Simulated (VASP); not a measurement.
# ZrB2 (P6/mmm) in VASP: settings compared, part 2 of 2

VASP 6.6.1. Earlier steps stand in the parts before.

## (5) Single point, PBEsol

This run uses another cell than the first one, of 10.25 Å³/atom.

INCAR

```
SYSTEM = ZrB2
PREC     = Accurate       ! precision mode
ENCUT    = 520            ! plane-wave cutoff, eV
EDIFF    = 1E-6           ! SCF threshold, eV
ISMEAR   = -1             ! smearing method
SIGMA    = 0.05           ! smearing width, eV
LREAL    = .FALSE.        ! projectors in reciprocal space
LASPH    = .TRUE.         ! aspherical terms in the spheres
NELM     = 60             ! most SCF steps
ALGO     = Normal         ! electronic algorithm
ISIF     = 2              ! what is computed and relaxed
LWAVE    = .FALSE.        ! write WAVECAR
LCHARG   = .FALSE.        ! write CHGCAR
GGA      = PS             ! functional
NBANDS   = 16             ! bands
```

KPOINTS

```
regular mesh
0
G
  6 6 4
  0 0 0
```

POSCAR

```
ZrB2
1.0
    3.1700000000      0.0000000000      0.0000000000
   -1.5850000000      2.7453005300      0.0000000000
    0.0000000000      0.0000000000      3.5330000000
Zr B
1 2
Direct
    0.0000000000      0.0000000000      0.0000000000
    0.6666666667      0.3333333333      0.5000000000
    0.3333333333      0.6666666667      0.5000000000
```

Potentials or basis: VASP PAW PBE potentials, release 64 (Zr_sv, B).

Run with:

```bash
cat potpaw_PBE.64/Zr_sv/POTCAR potpaw_PBE.64/B/POTCAR > POTCAR
mpirun -np 1 vasp_std > vasp.out
```

OUTCAR:

```text
SYSTEM = ZrB2
   PREC = Accurate
   ENCUT = 520
   EDIFF = 1E-6
   ISMEAR = -1
   LREAL = .FALSE.
   LASPH = .TRUE.
   NELM = 60
   ISIF = 2
   GGA = PS

 ion  position               nearest neighbor table
   1  0.000  0.000  0.000-   2 2.54   3 2.54   2 2.54   3 2.54   2 2.54   2 2.54   3 2.54   3 2.54
                             2 2.54   2 2.54   3 2.54   3 2.54
   2  0.667  0.333  0.500-   3 1.83   3 1.83   3 1.83   1 2.54   1 2.54   1 2.54   1 2.54   1 2.54
                             1 2.54
   3  0.333  0.667  0.500-   2 1.83   2 1.83   2 1.83   1 2.54   1 2.54   1 2.54   1 2.54   1 2.54
                             1 2.54

  LATTYP: Found a hexagonal cell.
 ALAT       =     3.1700000000
 C/A-ratio  =     1.1145110410

  Lattice vectors:

 A1 = (   3.1700000000,   0.0000000000,   0.0000000000)
 A2 = (  -1.5850000000,   2.7453005300,   0.0000000000)
 A3 = (   0.0000000000,   0.0000000000,   3.5330000000)

Analysis of symmetry for initial positions (statically):
=====================================================================
 Subroutine PRICEL returns:
 Original cell was already a primitive cell.

 Routine SETGRP: Setting up the symmetry group for a
[... 168 lines left out ...]
 val. band max:        9.7807586987   @ k =   0.3333   0.1667   0.0000
 cond. band min:      10.1374434472   @ k =   0.3333   0.1667   0.0000
 fundamental gap:      0.3566847485
 Fermi energy:        10.0832237523

 k-point     1 :       0.0000    0.0000    0.0000
  band No.  band energies     occupation
      1     -38.0754      2.00000
      2     -16.3163      2.00000
      3     -15.7299      2.00000
      4     -15.7299      2.00000
      5      -2.2745      2.00000
      6       7.8062      2.00000
[... 376 lines left out ...]
      3     -16.3405      2.00000
      4     -16.3405      2.00000
      5       1.7071      2.00000
      6       1.7071      2.00000
[... 8 lines left out ...]
     15      17.1097      0.00000
     16      19.7408      0.00000

------------------------ aborting loop because EDIFF is reached ----------------------------------------

  FORCE on cell =-STRESS in cart. coord.  units (eV):
  Direction    XX          YY          ZZ          XY          YZ          ZX
  --------------------------------------------------------------------------------------
  -------------------------------------------------------------------------------------
  Total       -0.5053519     -0.5053519     -1.0518877      0.0000000      0.0000000      0.0000000
  in kB      -26.3336866    -26.3336866    -54.8134546      0.0000000      0.0000000      0.0000000
  external PRESSURE =     -35.8269426 kB  Pullay stress =       0.0000000 kB

 VOLUME and BASIS-vectors are now :
 -----------------------------------------------------------------------------
  energy-cutoff  :      520.00
  volume of cell :       30.75
      direct lattice vectors                 reciprocal lattice vectors
     3.170000000  0.000000000  0.000000000     0.315457413  0.182129422  0.000000000
    -1.585000000  2.745300530  0.000000000     0.000000000  0.364258845  0.000000000
     0.000000000  0.000000000  3.533000000     0.000000000  0.000000000  0.283045570

 POSITION                                       TOTAL-FORCE (eV/Angst)
 -----------------------------------------------------------------------------------
      0.00000      0.00000      0.00000         0.000000      0.000000      0.000000
      1.58500      0.91510      1.76650        -0.000000      0.000000      0.000000
     -0.00000      1.83020      1.76650         0.000000     -0.000000      0.000000
 -----------------------------------------------------------------------------------
    total drift:                               -0.000000      0.000000      0.000000

  FREE ENERGIE OF THE ION-ELECTRON SYSTEM (eV)
  ---------------------------------------------------
  free  energy   TOTEN  =       -26.3512870261 eV

  energy  without entropy=      -26.3464070856  energy(sigma->0) =      -26.34884706
```

OSZICAR:

```text
N       E                     dE             d eps       ncg     rms          rms(c)
DAV:   1     0.100850487627E+03    0.10085E+03   -0.96655E+03   672   0.112E+03
DAV:   2    -0.248722327525E+02   -0.12572E+03   -0.11907E+03   880   0.292E+02
DAV:   3    -0.288574473742E+02   -0.39852E+01   -0.39504E+01  1008   0.437E+01
DAV:   4    -0.289187323779E+02   -0.61285E-01   -0.61269E-01   848   0.478E+00
DAV:   5    -0.289194791896E+02   -0.74681E-03   -0.74680E-03   992   0.431E-01    0.221E+01
DAV:   6    -0.264036995955E+02    0.25158E+01   -0.57055E+00   856   0.158E+01    0.910E+00
DAV:   7    -0.263551024358E+02    0.48597E-01   -0.50827E-01   912   0.457E+00    0.345E+00
DAV:   8    -0.263526236697E+02    0.24788E-02   -0.65066E-02   808   0.198E+00    0.353E-01
DAV:   9    -0.263513915322E+02    0.12321E-02   -0.75325E-03   880   0.634E-01    0.156E-01
DAV:  10    -0.263512833969E+02    0.10814E-03   -0.75519E-04   752   0.253E-01    0.293E-02
DAV:  11    -0.263512887177E+02   -0.53209E-05   -0.32191E-05   920   0.528E-02    0.108E-02
DAV:  12    -0.263512871341E+02    0.15836E-05   -0.16494E-06   560   0.122E-02    0.404E-03
DAV:  13    -0.263512870261E+02    0.10801E-06   -0.14552E-07   392   0.330E-03
   1 F= -.26351287E+02 E0= -.26348847E+02  d E =-.487994E-02
```

stdout:

```text
POSCAR found type information on POSCAR ZrB
 POSCAR found :  2 types and       3 ions
 scaLAPACK will be used
 -----------------------------------------------------------------------------
|                                                                             |
|                                                                             |
|     You enforced a specific xc type in the INCAR file but a different       |
|     I HOPE YOU KNOW WHAT YOU ARE DOING!                                     |
|                                                                             |
 -----------------------------------------------------------------------------

 LDA part: xc-table for (Slater+PW92), standard interpolation
 POSCAR, INCAR and KPOINTS ok, starting setup
 FFT: planning ... GRIDC
 FFT: planning ... GRID_SOFT
 FFT: planning ... GRID
 WAVECAR not read
 entering main loop
```

Wall time 5.4 s (1 thread of Intel Xeon 6975P-C (Granite Rapids), shared host); peak memory 0.14 GiB.

Results:

```yaml
Free_energy: -26.3513 eV
Pressure: -3.6 GPa
Band_gap_on_the_k_mesh: zero (bands 9 and 10 overlap by 0.59 eV)
```

Caveat: the k points lie up to 0.44 Å⁻¹ apart, too coarse for converged energies and pressures of a metal; the PAW data sets were made with another functional, which shifts forces and pressure a little.

## (6) Single point, RPBE

This run uses another cell than the first one, of 10.25 Å³/atom.

INCAR

```
  PREC = Accurate
  ENCUT = 520
  EDIFF = 1E-6
  ISMEAR = -1
  SIGMA = 0.05
  LREAL = False
  LASPH = True
  NELM = 100
  ALGO = Normal
  ISIF = 2
  LWAVE = False
  LCHARG = False
  GGA = RP
  NBANDS = 16
```

KPOINTS

```
Automatic mesh
0
Gamma
  6 6 4
```

POSCAR is that of step 5.

Potentials or basis: VASP PAW PBE potentials, release 64 (Zr_sv, B).

Run with:

```bash
cat potpaw_PBE.64/Zr_sv/POTCAR potpaw_PBE.64/B/POTCAR > POTCAR
mpirun -np 1 vasp_std > vasp.out
```

OUTCAR:

```text
PREC = Accurate
   ENCUT = 520
   EDIFF = 1E-6
   ISMEAR = -1
   LREAL = False
   LASPH = True
   NELM = 100
   ISIF = 2
   GGA = RP

 ion  position               nearest neighbor table
   1  0.000  0.000  0.000-   2 2.54   3 2.54   2 2.54   3 2.54   2 2.54   2 2.54   3 2.54   3 2.54
                             2 2.54   2 2.54   3 2.54   3 2.54
   2  0.667  0.333  0.500-   3 1.83   3 1.83   3 1.83   1 2.54   1 2.54   1 2.54   1 2.54   1 2.54
                             1 2.54
   3  0.333  0.667  0.500-   2 1.83   2 1.83   2 1.83   1 2.54   1 2.54   1 2.54   1 2.54   1 2.54
                             1 2.54

  LATTYP: Found a hexagonal cell.
 ALAT       =     3.1700000000
 C/A-ratio  =     1.1145110410

  Lattice vectors:

 A1 = (   3.1700000000,   0.0000000000,   0.0000000000)
 A2 = (  -1.5850000000,   2.7453005300,   0.0000000000)
 A3 = (   0.0000000000,   0.0000000000,   3.5330000000)

Analysis of symmetry for initial positions (statically):
=====================================================================
 Subroutine PRICEL returns:
 Original cell was already a primitive cell.

[... 167 lines left out ...]
 E-fermi :  10.2774     XC(G=0): -12.4010

 val. band max:        9.9872147398   @ k =   0.3333   0.1667   0.0000
 cond. band min:      10.3314391774   @ k =   0.3333   0.1667   0.0000
 fundamental gap:      0.3442244376
 Fermi energy:        10.2774191331

 k-point     1 :       0.0000    0.0000    0.0000
  band No.  band energies     occupation
      1     -38.0365      2.00000
      2     -16.2342      2.00000
      3     -15.6622      2.00000
      4     -15.6622      2.00000
      5      -2.1700      2.00000
      6       7.9920      2.00000
[... 376 lines left out ...]
      3     -16.2618      2.00000
      4     -16.2618      2.00000
      5       1.8257      2.00000
      6       1.8257      2.00000
[... 8 lines left out ...]
     15      17.3703      0.00000
     16      19.9339      0.00000

------------------------ aborting loop because EDIFF is reached ----------------------------------------

  FORCE on cell =-STRESS in cart. coord.  units (eV):
  Direction    XX          YY          ZZ          XY          YZ          ZX
  --------------------------------------------------------------------------------------
  -------------------------------------------------------------------------------------
  Total        1.0024712      1.0024712      0.6492026      0.0000000     -0.0000000     -0.0000000
  in kB       52.2383814     52.2383814     33.8296893      0.0000000     -0.0000000     -0.0000000
  external PRESSURE =      46.1021507 kB  Pullay stress =       0.0000000 kB

 VOLUME and BASIS-vectors are now :
 -----------------------------------------------------------------------------
  energy-cutoff  :      520.00
  volume of cell :       30.75
      direct lattice vectors                 reciprocal lattice vectors
     3.170000000  0.000000000  0.000000000     0.315457413  0.182129422  0.000000000
    -1.585000000  2.745300530  0.000000000     0.000000000  0.364258845  0.000000000
     0.000000000  0.000000000  3.533000000     0.000000000  0.000000000  0.283045570

 POSITION                                       TOTAL-FORCE (eV/Angst)
 -----------------------------------------------------------------------------------
      0.00000      0.00000      0.00000        -0.000000      0.000000      0.000000
      1.58500      0.91510      1.76650        -0.000000      0.000000      0.000000
     -0.00000      1.83020      1.76650         0.000000      0.000000      0.000000
 -----------------------------------------------------------------------------------
    total drift:                               -0.000000      0.000000      0.000000

  FREE ENERGIE OF THE ION-ELECTRON SYSTEM (eV)
  ---------------------------------------------------
  free  energy   TOTEN  =       -23.8240019190 eV

  energy  without entropy=      -23.8190783351  energy(sigma->0) =      -23.82154013
```

stdout:

```text
POSCAR found type information on POSCAR ZrB
 POSCAR found :  2 types and       3 ions
 scaLAPACK will be used
 -----------------------------------------------------------------------------
|                                                                             |
|                                                                             |
|     You enforced a specific xc type in the INCAR file but a different       |
|     I HOPE YOU KNOW WHAT YOU ARE DOING!                                     |
|                                                                             |
 -----------------------------------------------------------------------------

 LDA part: xc-table for (Slater+PW92), standard interpolation
 POSCAR, INCAR and KPOINTS ok, starting setup
 FFT: planning ... GRIDC
 FFT: planning ... GRID_SOFT
 FFT: planning ... GRID
 WAVECAR not read
 entering main loop
```

It took 7.3 s on 1 thread of Intel Xeon 6975P-C (Granite Rapids), shared host; peak memory 0.14 GiB.

What came out:

* Free energy: -23.8240 eV
* Pressure: 4.6 GPa
* Band gap on the k mesh: zero (bands 9 and 10 overlap by 0.61 eV)

Caveat: the k points lie up to 0.44 Å⁻¹ apart, too coarse for converged energies and pressures of a metal; the PAW data sets were made with another functional, which shifts forces and pressure a little.

## (7) The runs side by side

```tsv
level	potentials or basis	spin	cell	k mesh	cutoff (eV)	smearing	grid for exact exchange (PRECFOCK)	share of exact exchange	gap on the mesh (eV)	pressure (GPa)
r2SCAN+D3(BJ)	VASP PAW PBE potentials, release 64 (Zr_sv, B)	non-collinear, zero start, SOC	a = 3.252, b = 3.252, c = 3.625 Å, angles 90.0, 90.0, 120.0°, 3 atoms	10 × 10 × 8	550	fermi-dirac 0.15 eV	-	-	-	-18.0
PBE0	VASP PAW PBE potentials, release 64 (Zr_sv, B)	off	a = 3.170, b = 3.170, c = 3.533 Å, angles 90.0, 90.0, 120.0°, 3 atoms	6 × 6 × 5	420	fermi-dirac 0.1 eV	Normal	0.25	none	-2.1
LDA	VASP PAW LDA potentials, release 64 (Zr_sv, B)	off	a = 3.170, b = 3.170, c = 3.533 Å, angles 90.0, 90.0, 120.0°, 3 atoms	6 × 6 × 4	520	fermi-dirac 0.05 eV	-	-	none	-8.2
PBEsol	VASP PAW PBE potentials, release 64 (Zr_sv, B)	off	a = 3.170, b = 3.170, c = 3.533 Å, angles 90.0, 90.0, 120.0°, 3 atoms	6 × 6 × 4	520	fermi-dirac 0.05 eV	-	-	none	-3.6
RPBE	VASP PAW PBE potentials, release 64 (Zr_sv, B)	off	a = 3.170, b = 3.170, c = 3.533 Å, angles 90.0, 90.0, 120.0°, 3 atoms	6 × 6 × 4	520	fermi-dirac 0.05 eV	-	-	none	4.6
```

Alike in all rows: task single point.

Caveats: some runs use coarse meshes; the PAW data sets were made with another functional, which shifts forces and pressure a little (at least some runs); the cell stands under tension (at least some runs).

Absolute energies hang on the potentials; compare differences alone.

The gap in the log of VASP goes by the Fermi energy; the results here count the filled bands.